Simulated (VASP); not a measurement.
# Sn8SO18 in VASP: single point with PBE+D3(BJ)

Aim: the single point of Sn8SO18 with PBE+D3(BJ).

Program: VASP 6.6.1. These are calculated values, not measurements. Logs are shortened: lines on timing, memory, paths and dates and some standing lists are left out, and cuts for length are marked.

### Step 1. The cell of the first run

The cell holds a slab with vacuum, 27 atoms: a = 6.460 Å, b = 6.779 Å, c = 26.305 Å, α = 90.00°, β = 90.00°, γ = 90.00°.

### Step 2. Single point, PBE+D3(BJ)

Input file INCAR:

```
SYSTEM = Sn8SO18
ALGO = Normal
DIPOL = 0.5 0.5 0.438
EDIFF = 1E-6
ENCUT = 520
GGA = PE
IDIPOL = 3
ISIF = 2
ISMEAR = 0
IVDW = 12
LASPH = .TRUE.
LCHARG = .FALSE.
LDIPOL = .TRUE.
LREAL = Auto
LWAVE = .FALSE.
NBANDS = 132
NELM = 100
PREC = Accurate
SIGMA = 0.05
```

Input file KPOINTS:

```
k-points
0
G
  3 2 1
  0 0 0
```

Input file POSCAR:

```
Sn8SO18
1.0
    6.4600898703      0.0000000000      0.0000000000
    0.0000000000      6.7788694114      0.0000000000
    0.0000000000      0.0000000000     26.3054812908
O Sn S
18 8 1
Direct
    0.0000000000      0.0000000000      0.3041191268
    0.5000000000      0.0000000000      0.3041191268
    0.2500000000      0.3062105621      0.3540582737
    0.7500000000      0.3062105621      0.3540582737
    0.2500000000      0.6937894379      0.3540582737
    0.7500000000      0.6937894379      0.3540582737
    0.0000000000      0.0000000000      0.4039974205
    0.5000000000      0.0000000000      0.4039974205
    0.0004361705      0.5188721300      0.4311943245
    0.4975120884      0.5118417773      0.4346418629
    0.2524381176      0.8176690508      0.4919640460
    0.7470117735      0.8176798638      0.4908664310
    0.2413543036      0.1969096451      0.4822499219
    0.7593989007      0.1980218194      0.4783253219
   -0.0060608893      0.5038244695      0.5328353458
    0.4993148060      0.4695688845      0.5356234442
    0.5325693694      0.0904433949      0.5616369641
    0.2704770593      0.3011424175      0.6039295153
    0.0000000000      0.5000000000      0.3540582737
    0.5000000000      0.5000000000      0.3540582737
    0.2500000000      0.0000000000      0.3540582737
    0.7500000000      0.0000000000      0.3540582737
   -0.0002793794      0.0008560043      0.4795996540
    0.5007234128      0.0149086121      0.4832505505
    0.2399698986      0.5060825478      0.4869037471
    0.7546202076      0.5056422413      0.4852075530
    0.4870636455      0.2879056887      0.5892425673
```

Potentials or basis: VASP PAW PBE potentials, release 64 (O, Sn_d, S).

Run with:

```
$ cat potpaw_PBE.64/O/POTCAR potpaw_PBE.64/Sn_d/POTCAR potpaw_PBE.64/S/POTCAR > POTCAR
$ mpirun -np 1 vasp_std > vasp.out
```

OUTCAR:

```text
SYSTEM = Sn8SO18
   EDIFF = 1E-6
   ENCUT = 520
   GGA = PE
   ISIF = 2
   ISMEAR = 0
   IVDW = 12
   LASPH = .TRUE.
   LREAL = Auto
   NELM = 100
   PREC = Accurate
 IVDW          = 12

 ion  position               nearest neighbor table
   1  0.000  0.000  0.304-  21 2.08  22 2.08
   2  0.500  0.000  0.304-  21 2.08  22 2.08
   3  0.250  0.306  0.354-  21 2.08  20 2.08  19 2.08
   4  0.750  0.306  0.354-  22 2.08  20 2.08  19 2.08
   5  0.250  0.694  0.354-  21 2.08  20 2.08  19 2.08
   6  0.750  0.694  0.354-  22 2.08  20 2.08  19 2.08
   7  0.000  0.000  0.404-  23 1.99  22 2.08  21 2.08
   8  0.500  0.000  0.404-  21 2.08  22 2.08  24 2.09
   9  0.000  0.519  0.431-  19 2.03  26 2.13  25 2.13
  10  0.498  0.512  0.435-  20 2.12  26 2.13  25 2.16
  11  0.252  0.818  0.492-  23 2.08  24 2.10  25 2.12
  12  0.747  0.818  0.491-  23 2.07  24 2.09  26 2.12
  13  0.241  0.197  0.482-  23 2.05  24 2.08  25 2.10
  14  0.759  0.198  0.478-  23 2.05  24 2.09  26 2.09
  15  0.994  0.504  0.533-  26 1.99  25 2.00
  16  0.499  0.470  0.536-  27 1.87  25 2.12  26 2.13
  17  0.533  0.090  0.562-  27 1.55  24 2.13
  18  0.270  0.301  0.604-  27 1.45
  19  0.000  0.500  0.354-   9 2.03   4 2.08   5 2.08   6 2.08   3 2.08  20 3.23  20 3.23  22 3.75
                            21 3.75  22 3.75  21 3.75
  20  0.500  0.500  0.354-   3 2.08   4 2.08   5 2.08   6 2.08  10 2.12  19 3.23  19 3.23  22 3.75
                            21 3.75  22 3.75  21 3.75
  21  0.250  0.000  0.354-   3 2.08   5 2.08   7 2.08   8 2.08   1 2.08   2 2.08  22 3.23  22 3.23
                            23 3.68  20 3.75  19 3.75  20 3.75  19 3.75
  22  0.750  0.000  0.354-   4 2.08   6 2.08   7 2.08   8 2.08   1 2.08   2 2.08  21 3.23  21 3.23
                            23 3.68  20 3.75  19 3.75  20 3.75  19 3.75
  23  1.000  0.001  0.480-   7 1.99  14 2.05  13 2.05  12 2.07  11 2.08  24 3.23  24 3.24  22 3.68
                            21 3.68  25 3.70  26 3.71
  24  0.501  0.015  0.483-  13 2.08  14 2.09   8 2.09  12 2.09  11 2.10  17 2.13  23 3.23  23 3.24
                            26 3.71  25 3.73
  25  0.240  0.506  0.487-  15 2.00  13 2.10  11 2.12  16 2.12   9 2.13  10 2.16  26 3.14  26 3.32
                            23 3.70  24 3.73
  26  0.755  0.506  0.485-  15 1.99  14 2.09  12 2.12  10 2.13  16 2.13   9 2.13  25 3.14  25 3.32
                            24 3.71  23 3.71
  27  0.487  0.288  0.589-  18 1.45  17 1.55  16 1.87

  LATTYP: Found a simple orthorhombic cell.
 ALAT       =     6.4600898703
 B/A-ratio  =     1.0493459917
 C/A-ratio  =     4.0719992785

  Lattice vectors:

 A1 = (   6.4600898703,   0.0000000000,   0.0000000000)
 A2 = (   0.0000000000,   6.7788694114,   0.0000000000)
 A3 = (   0.0000000000,   0.0000000000,  26.3054812908)

Analysis of symmetry for initial positions (statically):
=====================================================================
 Subroutine PRICEL returns:
 Original cell was already a primitive cell.

 Routine SETGRP: Setting up the symmetry group for a
 simple orthorhombic supercell.

 Subroutine GETGRP returns: Found  1 space group operations
 (whereof  1 operations were pure point group operations)
 out of a pool of  8 trial point group operations.

The static configuration has the point symmetry C_1 .

Analysis of symmetry for dynamics (positions and initial velocities):
=====================================================================
 Subroutine PRICEL returns:
 Original cell was already a primitive cell.

 Routine SETGRP: Setting up the symmetry group for a
 simple orthorhombic supercell.

 Subroutine GETGRP returns: Found  1 space group operations
 (whereof  1 operations were pure point group operations)
 out of a pool of  8 trial point group operations.

The dynamic configuration has the point symmetry C_1 .

 Subroutine INISYM returns: Found  1 space group operations
 (whereof  1 operations are pure point group operations),
 and found     1 'primitive' translations

----------------------------------------------------------------------------------------

                                     Primitive cell

  volume of cell :    1151.9724

  direct lattice vectors                    reciprocal lattice vectors
     6.460089870  0.000000000  0.000000000     0.154796608  0.000000000  0.000000000
     0.000000000  6.778869411  0.000000000     0.000000000  0.147517224  0.000000000
[... 64 lines left out ...]
----------------------------------------------------------------------------------------

 KPOINTS: k-points

Automatic generation of k-mesh.
 Grid dimensions read from file:
 generate k-points for:    3    2    1

 Generating k-lattice:

  Cartesian coordinates                     Fractional coordinates (reciprocal lattice)
     0.051598869  0.000000000  0.000000000     0.333333333  0.000000000  0.000000000
     0.000000000  0.073758612  0.000000000     0.000000000  0.500000000  0.000000000
     0.000000000  0.000000000  0.038014891     0.000000000  0.000000000  1.000000000

  Length of vectors
     0.051598869  0.073758612  0.038014891

  Shift w.r.t. Gamma in fractional coordinates (k-lattice)
     0.000000000  0.000000000  0.000000000

 Subroutine IBZKPT returns following result:
 ===========================================

 Found      4 irreducible k-points:

 Following reciprocal coordinates:
            Coordinates               Weight
  0.000000  0.000000  0.000000      1.000000
  0.333333  0.000000  0.000000      2.000000
  0.000000  0.500000  0.000000      1.000000
  0.333333  0.500000  0.000000      2.000000
   k-points           NKPTS =      4   k-points in BZ     NKDIM =      4   number of bands    NBANDS=    132
   number of dos      NEDOS =    301   number of ions     NIONS =     27
   total plane-waves  NPLWV = 470400
   dimension x,y,z NGX =    48 NGY =   50 NGZ =  196
   dimension x,y,z NGXF=    96 NGYF=  100 NGZF=  392
   ions per type =              18   8   1
   NGX,Y,Z   is equivalent  to a cutoff of  12.35, 12.26, 12.39 a.u.
   NGXF,Y,Z  is equivalent  to a cutoff of  24.70, 24.52, 24.77 a.u.
 SYSTEM =  Sn8SO18
   PREC   = accura    normal or accurate (medium, high low for compatibility)
   ISTART =      0    job   : 0-new  1-cont  2-samecut
   ICHARG =      2    charge: 1-file 2-atom 10-const
   ISPIN  =      1    spin polarized calculation?
   LNONCOLLINEAR =      F non collinear calculations
   LSORBIT =      F    spin-orbit coupling
   LASPH  =      T    aspherical Exc in radial PAW
   ENCUT  =  520.0 eV  38.22 Ry    6.18 a.u.  12.01 12.60 48.91*2*pi/ulx,y,z
   NELM   =    100;   NELMIN=  2; NELMDL= -5     # of ELM steps
   EDIFF  = 0.1E-05   stopping-criterion for ELM
   LREAL  =      T    real-space projection
   EDIFFG = 0.1E-04   stopping-criterion for IOM
   NSW    =      0    number of steps for IOM
[... 5 lines left out ...]
   TEBEG  =    0.0;   TEEND  =   0.0 temperature during run
   PSTRESS=    0.0 pullay stress
   NELECT =     226.0000    total number of electrons
   NUPDOWN=      -1.0000    fix difference up-down
   EMIN   =  10.00;   EMAX   =-10.00  energy-range for DOS
   EFERMI =   0.00;   METHOD = LEGACY
   ISMEAR =     0;   SIGMA  =   0.05  broadening in eV -4-tet -1-fermi 0-gaus
   EFERMI_NEDOS =   21; number of points for ismear=-14 and -15
   IALGO  =     38    algorithm
   IMIX   =      4    mixing-type and parameters
     AMIX     =   0.40;   BMIX     =  1.00
     AMIX_MAG =   1.60;   BMIX_MAG =  1.00
  volume/ion in A,a.u.               =      42.67       287.92
  Fermi-wavevector in a.u.,A,eV,Ry     =   0.951255  1.797611 12.311722  0.904886
  Thomas-Fermi vector in A             =   2.079708
   LORBIT       =      0    0 simple, 1 ext, 2 COOP (PROOUT), +10 PAW based schemes
   GGA     = PE    functional components
   LHFCALC =     F    Hartree Fock is set to
   AEXX    =    0.0000 exact exchange contribution
   IVDW    =    12    specifies the selected vdW correction
   LEPSILON=     F    determine dielectric tensor
   LRPA    =     F    only Hartree local field effects (RPA)
 non-spin polarized calculation
 Gauss-broadening in eV      SIGMA  =   0.05
  energy-cutoff  :      520.00
  volume of cell :     1151.97
 maximum number of plane-waves:     31004
   NGX = 25   NGY = 25   NGZ = 97

 dipolmoment           0.000000      0.000000     -0.000034 electrons x Angstroem

 number of electron     225.9999983 magnetization

 dipolmoment           0.000000      0.000000      0.088861 electrons x Angstroem

 Free energy of the ion-electron system (eV)
  ---------------------------------------------------
  ext. energy  EPLUGINS =         0.00000000
  ---------------------------------------------------
  free energy    TOTEN  =      -160.81264205 eV

  energy without entropy =     -160.81264205  energy(sigma->0) =     -160.81264205

 E-fermi :  -3.0043     XC(G=0):  -3.7207

 val. band max:       -3.2369457459   @ k =   0.3333   0.0000   0.0000
 cond. band min:      -2.7741941776   @ k =   0.0000   0.0000   0.0000
 fundamental gap:      0.4627515683
 Fermi energy:        -3.0042694387

 k-point     1 :       0.0000    0.0000    0.0000
  band No.  band energies     occupation
      1     -25.4467      2.00000
      2     -25.4169      2.00000
      3     -25.0256      2.00000
      4     -24.9967      2.00000
      5     -24.9563      2.00000
      6     -24.8095      2.00000
[... 501 lines left out ...]
    124       2.9278      0.00000
    125       3.0716      0.00000
 [bands above 125 left out]

------------------------ aborting loop because EDIFF is reached ----------------------------------------

 vacuum level on the upper side and lower side of the slab       (xc-potential included)         0.077        -0.290

 Edisp (eV)   -3.98262

 E8    (eV) :    -1.6347

  FORCE on cell =-STRESS in cart. coord.  units (eV):
  Direction    XX          YY          ZZ          XY          YZ          ZX
  --------------------------------------------------------------------------------------
  -------------------------------------------------------------------------------------
  Total      -8.20774     7.48929     0.38768    -0.42771    -0.54566     0.15941
  in kB     -11.41542    10.41620     0.53920    -0.59486    -0.75891     0.22171
  external pressure =       -0.15 kB  Pullay stress =        0.00 kB

 VOLUME and BASIS-vectors are now :
 -----------------------------------------------------------------------------
  energy-cutoff  :      520.00
  volume of cell :     1151.97
      direct lattice vectors                 reciprocal lattice vectors
     6.460089870  0.000000000  0.000000000     0.154796608  0.000000000  0.000000000
     0.000000000  6.778869411  0.000000000     0.000000000  0.147517224  0.000000000
     0.000000000  0.000000000 26.305481291     0.000000000  0.000000000  0.038014891

 POSITION                                       TOTAL-FORCE (eV/Angst)
 -----------------------------------------------------------------------------------
      0.00000      0.00000      8.00000        -0.005722      0.031363      1.041291
      3.23004      0.00000      8.00000         0.006112      0.023857      0.985297
      1.61502      2.07576      9.31367         0.060761      1.291790     -0.617543
      4.84507      2.07576      9.31367        -0.064350      1.314879     -0.615809
      1.61502      4.70311      9.31367         0.119462     -1.274118     -0.780714
      4.84507      4.70311      9.31367        -0.121564     -1.280260     -0.746368
[... 19 lines left out ...]
      4.87491      3.42768     12.76362        -0.025352      0.012616     -0.007723
      3.14647      1.95168     15.50031        -0.234770     -0.101829      0.014666
 -----------------------------------------------------------------------------------
    total drift:                               -0.018099     -0.008281      0.012646

  FREE ENERGIE OF THE ION-ELECTRON SYSTEM (eV)
  ---------------------------------------------------
  free  energy   TOTEN  =      -164.7952615096 eV

  energy  without entropy=     -164.7952615095  energy(sigma->0) =     -164.79526151

 vacuum level on the upper side and lower side of the slab         3.868         3.495
```

Run time: 30 min. Hardware: 1 thread of Intel Xeon Platinum 8259CL at 2.50GHz (Skylake/Cascade Lake), shared host; peak memory 1.1 GiB.

Results:

```
Free energy                : -164.7953 eV
Largest force              : 2.775 eV/Å
Band gap on the k mesh     : 0.46 eV (least direct gap 0.47 eV)
Dispersion energy per atom : -0.148 eV
```

Forces in eV/Å, atoms in the order of the input:
```
O   -0.006  0.031  1.041
O    0.006  0.024  0.985
O    0.061  1.292 -0.618
O   -0.064  1.315 -0.616
O    0.119 -1.274 -0.781
O   -0.122 -1.280 -0.746
O    0.098 -0.246  0.444
O   -0.080 -0.049  1.448
O    0.013  0.010  0.010
O   -0.009  0.007  0.036
O    0.013 -0.022  0.009
O   -0.008 -0.022  0.005
O    0.012  0.007 -0.006
O   -0.009  0.011 -0.016
O   -0.002  0.009  0.100
O    0.003 -0.022  0.039
O   -0.044  0.157  0.081
O    0.277 -0.031 -0.087
Sn   0.036  0.112  1.787
Sn  -0.041  0.145  2.299
Sn   0.151 -0.052 -2.770
Sn  -0.150 -0.024 -2.747
Sn   0.000 -0.007  0.057
Sn  -0.003  0.004  0.043
Sn   0.008 -0.003 -0.005
Sn  -0.025  0.013 -0.008
S   -0.235 -0.102  0.015
```

Levels at points of the mesh, in eV from the valence-band top:
```csv
k point,band 111,band 112,band 113,band 114,band 115,band 116
"(0.00, 0.00, 0.00)",-0.37,-0.09,-0.01,0.46,1.65,2.03
"(0.00, 0.50, 0.00)",-0.32,-0.20,-0.05,1.02,1.96,2.11
```

Caveat: the k points lie up to 0.46 Å⁻¹ apart; spin-orbit coupling is left out, which moves the levels of the heavy elements.
